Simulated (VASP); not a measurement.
A run of VASP 6.6.1:

The input POSCAR:

```
YbFe2Ge2
1.0
    0.0000000000      3.8927952600      0.0000000000
    3.8927952600      0.0000000000      0.0000000000
    1.9463971300      1.9463971300     -5.1597539200
Ge Yb Fe
2 1 2
Direct
    0.3750000000      0.3750000000      0.2500000000
    0.6250000000      0.6250000000      0.7500000000
    0.0000000000      0.0000000000      0.0000000000
    0.7500000000      0.2500000000      0.5000000000
    0.2500000000      0.7500000000      0.5000000000
```

File INCAR.step1:

```
PREC = Accurate ; ENCUT = 520
ISMEAR = -1 ; SIGMA = 0.022
LREAL = False ; LASPH = True
NELM = 60 ; NBANDS = 42
GGA = PE ; ALGO = Normal
EDIFF = 1E-4 ; LWAVE = True
LCHARG = False
```

INCAR.step2

```
PREC = Accurate ; ENCUT = 520
EDIFF = 1E-6 ; ISMEAR = -1
SIGMA = 0.022 ; LREAL = False
LASPH = True ; NELM = 60
ALGO = Normal ; ISIF = 2
LWAVE = False ; LCHARG = False
METAGGA = R2SCAN ; LMIXTAU = True
NBANDS = 42 ; ISTART = 1
```

File KPOINTS:

```
regular mesh
0
Gamma
  5 5 5
```

Potentials or basis: VASP PAW PBE potentials, release 64 (Ge_d, Yb, Fe).

Launch:

```bash
$ cat potpaw_PBE.64/Ge_d/POTCAR potpaw_PBE.64/Yb/POTCAR potpaw_PBE.64/Fe/POTCAR > POTCAR
$ cp INCAR.step1 INCAR
$ mpirun -np 1 vasp_std > vasp.out
$ cp INCAR.step2 INCAR
$ mpirun -np 1 vasp_std > vasp.out
```

Hardware: 1 thread of Intel(R) Xeon(R) Platinum 8259CL CPU @ 2.50GHz (Skylake/Cascade Lake) (shared host).

Question: Estimate the wall time of this run.

Answer: Wall time 12 min on 1 thread of Intel(R) Xeon(R) Platinum 8259CL CPU @ 2.50GHz (Skylake/Cascade Lake), on a shared host, peak memory 0.25 GiB. Counts: k points 18.
